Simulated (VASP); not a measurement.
# P in VASP: notebook

The runs below take P through single point, with PBE.

Everything below comes from runs of VASP 6.6.1. Logs are shortened: lines on timing, memory, paths and dates and some standing lists are left out, and cuts for length are marked.

## Step 1: The cell of the first run

Symmetry: P6_3/mmc, No. 194, hexagonal system. The conventional cell has a = 2.787 Å, b = 2.787 Å, c = 4.588 Å, α = 90.00°, β = 90.00°, γ = 120.00°. P (site symmetry -6m2) has 12 P at 2.79 to 2.80 Å within 3.7 Å.

## Step 2: Single point, PBE (x and y stretched by +3 %, z held)

Contents of INCAR:

```
SYSTEM = P
ALGO     = Normal         ! electronic algorithm
EDIFF    = 1E-6           ! SCF threshold, eV
ENCUT    = 520            ! plane-wave cutoff, eV
GGA      = PE             ! functional
ISIF     = 2              ! what is computed and relaxed
ISMEAR   = -1             ! smearing method
LASPH    = .TRUE.         ! aspherical terms in the spheres
LCHARG   = .TRUE.         ! write CHGCAR
LELF     = .TRUE.         ! ELF
LREAL    = .FALSE.        ! projectors in reciprocal space
LVHAR    = .TRUE.       
LWAVE    = .FALSE.        ! write WAVECAR
NBANDS   = 12             ! bands
NELM     = 80             ! most SCF steps
PREC     = Accurate       ! precision mode
SIGMA    = 0.05           ! smearing width, eV
```

Contents of KPOINTS:

```
k-points
0
G
  15 15 8
  0 0 0
```

Contents of POSCAR:

```
P
1.0
    2.7865440399      0.0000000000      0.0000000000
   -1.3932720200      2.4132179274      0.0000000000
    0.0000000000      0.0000000000      4.5876880108
P
2
Direct
    0.3333333333      0.6666666667      0.2500000000
    0.6666666667      0.3333333333      0.7500000000
```

Potentials or basis: VASP PAW PBE potentials, release 64 (P).

Command:

```bash
cat potpaw_PBE.64/P/POTCAR > POTCAR
mpirun -np 1 vasp_std > vasp.out
```

OUTCAR:

```text
SYSTEM = P
   EDIFF = 1E-6
   ENCUT = 520
   GGA = PE
   ISIF = 2
   ISMEAR = -1
   LASPH = .TRUE.
   LREAL = .FALSE.
   NELM = 80
   PREC = Accurate

 ion  position               nearest neighbor table
   1  0.333  0.667  0.250-   2 2.80   2 2.80   2 2.80   2 2.80   2 2.80   2 2.80
   2  0.667  0.333  0.750-   1 2.80   1 2.80   1 2.80   1 2.80   1 2.80   1 2.80

  LATTYP: Found a hexagonal cell.
 ALAT       =     2.7865440399
 C/A-ratio  =     1.6463719737

  Lattice vectors:

 A1 = (   2.7865440399,   0.0000000000,   0.0000000000)
 A2 = (  -1.3932720200,   2.4132179274,   0.0000000000)
 A3 = (   0.0000000000,   0.0000000000,   4.5876880108)

Analysis of symmetry for initial positions (statically):
=====================================================================
 Subroutine PRICEL returns:
 Original cell was already a primitive cell.

 Routine SETGRP: Setting up the symmetry group for a
 hexagonal supercell.

 Subroutine GETGRP returns: Found 24 space group operations
 (whereof 12 operations were pure point group operations)
 out of a pool of 24 trial point group operations.

The static configuration has the point symmetry D_3d.
 The point group associated with its full space group is D_6h.

Analysis of symmetry for dynamics (positions and initial velocities):
=====================================================================
 Subroutine PRICEL returns:
 Original cell was already a primitive cell.

 Routine SETGRP: Setting up the symmetry group for a
 hexagonal supercell.

 Subroutine GETGRP returns: Found 24 space group operations
 (whereof 12 operations were pure point group operations)
 out of a pool of 24 trial point group operations.

The dynamic configuration has the point symmetry D_3d.
 The point group associated with its full space group is D_6h.

 Subroutine INISYM returns: Found 24 space group operations
 (whereof 12 operations are pure point group operations),
 and found     1 'primitive' translations

----------------------------------------------------------------------------------------

                                     Primitive cell

  volume of cell :      30.8501

  direct lattice vectors                    reciprocal lattice vectors
     2.786544040  0.000000000  0.000000000     0.358867467  0.207192228  0.000000000
    -1.393272020  2.413217927  0.000000000     0.000000000  0.414384457  0.000000000
     0.000000000  0.000000000  4.587688011     0.000000000  0.000000000  0.217974718

[... 87 lines left out ...]
   IBRION =     -1    ionic relax: 0-MD 1-quasi-New 2-CG
   NFREE  =      0    steps in history (QN), initial steepest desc. (CG)
   ISIF   =      2    stress and relaxation
   ISYM   =      2    0-nonsym 1-usesym 2-fastsym
   POTIM  = 0.5000    time-step for ionic-motion
   TEBEG  =    0.0;   TEEND  =   0.0 temperature during run
   PSTRESS=    0.0 pullay stress
   NELECT =      10.0000    total number of electrons
   NUPDOWN=      -1.0000    fix difference up-down
   EMIN   =  10.00;   EMAX   =-10.00  energy-range for DOS
   EFERMI =   0.00;   METHOD = LEGACY
   ISMEAR =    -1;   SIGMA  =   0.05  broadening in eV -4-tet -1-fermi 0-gaus
   EFERMI_NEDOS =   21; number of points for ismear=-14 and -15
   IALGO  =     38    algorithm
   IMIX   =      4    mixing-type and parameters
     AMIX     =   0.40;   BMIX     =  1.00
     AMIX_MAG =   1.60;   BMIX_MAG =  1.00
  volume/ion in A,a.u.               =      15.43       104.09
  Fermi-wavevector in a.u.,A,eV,Ry     =   1.124577  2.125143 17.206942  1.264675
  Thomas-Fermi vector in A             =   2.261250
   LORBIT       =      0    0 simple, 1 ext, 2 COOP (PROOUT), +10 PAW based schemes
   GGA     = PE    functional components
   LHFCALC =     F    Hartree Fock is set to
   AEXX    =    0.0000 exact exchange contribution
   IVDW    =     0    specifies the selected vdW correction
   LEPSILON=     F    determine dielectric tensor
   LRPA    =     F    only Hartree local field effects (RPA)
 non-spin polarized calculation
  energy-cutoff  :      520.00
  volume of cell :       30.85
 maximum number of plane-waves:       847
 NGX is ok and might be reduce to    24
   NGX = 11   NGY = 11   NGZ = 17

 number of electron      10.0000000 magnetization

 number of electron       9.9999999 magnetization

 Free energy of the ion-electron system (eV)
  ---------------------------------------------------
  ext. energy  EPLUGINS =         0.00000000
  ---------------------------------------------------
  free energy    TOTEN  =        -9.09757435 eV

  energy without entropy =       -9.08826259  energy(sigma->0) =       -9.09291847

 E-fermi :   8.9802     XC(G=0): -11.2211

 val. band max:        8.9673996342   @ k =   0.3333   0.2000   0.2500
 cond. band min:       9.0026202401   @ k =   0.4667   0.0667   0.1250
 fundamental gap:      0.0352206058
 Fermi energy:         8.9802429703

 k-point     1 :       0.0000    0.0000    0.0000
  band No.  band energies     occupation
      1      -6.7750      2.00000
      2      -1.4416      2.00000
      3       1.3886      2.00000
      4      13.3834      0.00000
      5      13.3834      0.00000
      6      15.0538      0.00000
      7      15.0538      0.00000
      8      15.1611      0.00000
      9      19.0034      0.00000
     10      19.8386      0.00000
     11      20.4662      0.00000
     12      20.4662      0.00000
[... 331 lines left out ...]
 k-point    24 :       0.4000    0.2000    0.0000
  band No.  band energies     occupation
      1      -1.0049      2.00000
      2       0.2788      2.00000
      3       4.1820      2.00000
      4       5.8693      2.00000
      5       6.0929      2.00000
      6       6.6745      2.00000
      7       8.4746      1.99992
      8       9.8324      0.00000
      9      14.1910      0.00000
     10      19.1515      0.00000
     11      22.6061      0.00000
     12      23.4560      0.00000

 [... further k-points ...]
[... 5 lines left out ...]
  --------------------------------------------------------------------------------------
  -------------------------------------------------------------------------------------
  Total       -1.1775855     -1.1775855     -0.5308285      0.0000000     -0.0000000      0.0000000
  in kB      -61.1570755    -61.1570755    -27.5682026      0.0000000     -0.0000000      0.0000000
  external PRESSURE =     -49.9607845 kB  Pullay stress =       0.0000000 kB

 VOLUME and BASIS-vectors are now :
 -----------------------------------------------------------------------------
  energy-cutoff  :      520.00
  volume of cell :       30.85
      direct lattice vectors                 reciprocal lattice vectors
     2.786544040  0.000000000  0.000000000     0.358867467  0.207192228  0.000000000
    -1.393272020  2.413217927  0.000000000     0.000000000  0.414384457  0.000000000
     0.000000000  0.000000000  4.587688011     0.000000000  0.000000000  0.217974718

 POSITION                                       TOTAL-FORCE (eV/Angst)
 -----------------------------------------------------------------------------------
     -0.00000      1.60881      1.14692        -0.000000     -0.000000      0.000000
      1.39327      0.80441      3.44077         0.000000      0.000000      0.000000
 -----------------------------------------------------------------------------------
    total drift:                                0.000000     -0.000000      0.000000

  FREE ENERGIE OF THE ION-ELECTRON SYSTEM (eV)
  ---------------------------------------------------
  free  energy   TOTEN  =        -9.0975743536 eV

  energy  without entropy=       -9.0882625925  energy(sigma->0) =       -9.09291847
```

OSZICAR:

```text
N       E                     dE             d eps       ncg     rms          rms(c)
DAV:   1     0.201599811274E+02    0.20160E+02   -0.45303E+03  3240   0.727E+02
DAV:   2    -0.808726662203E+01   -0.28247E+02   -0.27020E+02  4392   0.111E+02
DAV:   3    -0.910802842641E+01   -0.10208E+01   -0.10096E+01  4176   0.198E+01
DAV:   4    -0.911353828129E+01   -0.55099E-02   -0.55088E-02  3908   0.182E+00
DAV:   5    -0.911357269129E+01   -0.34410E-04   -0.34410E-04  4112   0.140E-01    0.505E+00
DAV:   6    -0.910179294733E+01    0.11780E-01   -0.80742E-03  3732   0.481E-01    0.292E+00
DAV:   7    -0.909753651664E+01    0.42564E-02   -0.14111E-02  3580   0.643E-01    0.147E-01
DAV:   8    -0.909757481890E+01   -0.38302E-04   -0.37948E-04  4068   0.126E-01    0.240E-02
DAV:   9    -0.909757435357E+01    0.46533E-06   -0.22899E-06  4132   0.112E-02
   1 F= -.90975744E+01 E0= -.90929185E+01  d E =-.931176E-02
```

stdout:

```text
POSCAR found type information on POSCAR P
 POSCAR found :  1 types and       2 ions
 scaLAPACK will be used
 LDA part: xc-table for (Slater+PW92), standard interpolation
 POSCAR, INCAR and KPOINTS ok, starting setup
 FFT: planning ... GRIDC
 FFT: planning ... GRID_SOFT
 FFT: planning ... GRID
 WAVECAR not read
 entering main loop
```

Wall time 21 s (1 thread of Intel Xeon Platinum 8488C (Sapphire Rapids), shared host); peak memory 0.17 GiB.

What came out:

```
Free energy            : -9.0976 eV
Pressure               : -5.0 GPa
Band gap on the k mesh : zero (band 5 reaches 14.27 eV, above the bottom of band 6 at 4.59 eV)
```

Caveat: the cell differs from its parent crystal (x and y stretched by +3 %, z held).

## Step 3: Single point, PBE (atom 2 (P) moved by [0.0, 0.0, 0.12] A)

Contents of INCAR:

```
SYSTEM = P
PREC = Accurate
ENCUT = 520
EDIFF = 1E-6
ISMEAR = -1
SIGMA = 0.05
LREAL = .False.
LASPH = .True.
NELM = 80
ALGO = Normal
ISIF = 2
LWAVE = .False.
LCHARG = .False.
GGA = PE
NBANDS = 12
```

Contents of KPOINTS:

```
Automatic mesh
0
Gamma
  15 15 8
  0 0 0
```

Contents of POSCAR:

```
P
1.0
    2.7053825630      0.0000000000      0.0000000000
   -1.3526912815      2.3429300266      0.0000000000
    0.0000000000      0.0000000000      4.5876880108
P
2
Direct
    0.3333333333      0.6666666667      0.2500000000
    0.6666666667      0.3333333333      0.7761569661
```

Potentials or basis: VASP PAW PBE potentials, release 64 (P).

Command:

```bash
cat potpaw_PBE.64/P/POTCAR > POTCAR
mpirun -np 1 vasp_std > vasp.out
```

Run time: 30 s. Hardware: 1 thread of Intel Xeon Platinum 8488C (Sapphire Rapids), shared host; peak memory 0.17 GiB.

The run converged. Its results:

- Free energy: -9.1412 eV
- Pressure: 0.6 GPa
- Largest force: 0.073 eV/Å
- Band gap on the k mesh: zero (band 5 reaches 15.58 eV, above the bottom of band 6 at 5.46 eV)

Forces on the atoms (eV/Å):
```
P    0.000  0.000 -0.073
P    0.000  0.000  0.073
```

Stress tensor (GPa, compression positive):
```
0.45 0.00 0.00
0.00 0.45 0.00
0.00 0.00 0.77
```

Levels at points of the mesh, in eV from the Fermi level:
```csv
k point,band 3,band 4,band 5,band 6,band 7,band 8
"(0.00, 0.00, 0.00)",-8.14,5.08,5.08,6.21,6.77,6.77
"(0.00, 0.00, 0.50)",-1.96,-1.05,5.74,5.74,6.25,6.25
```

Caveat: the cell differs from its parent crystal (atom 2 (P) moved by [0.0, 0.0, 0.12] A).
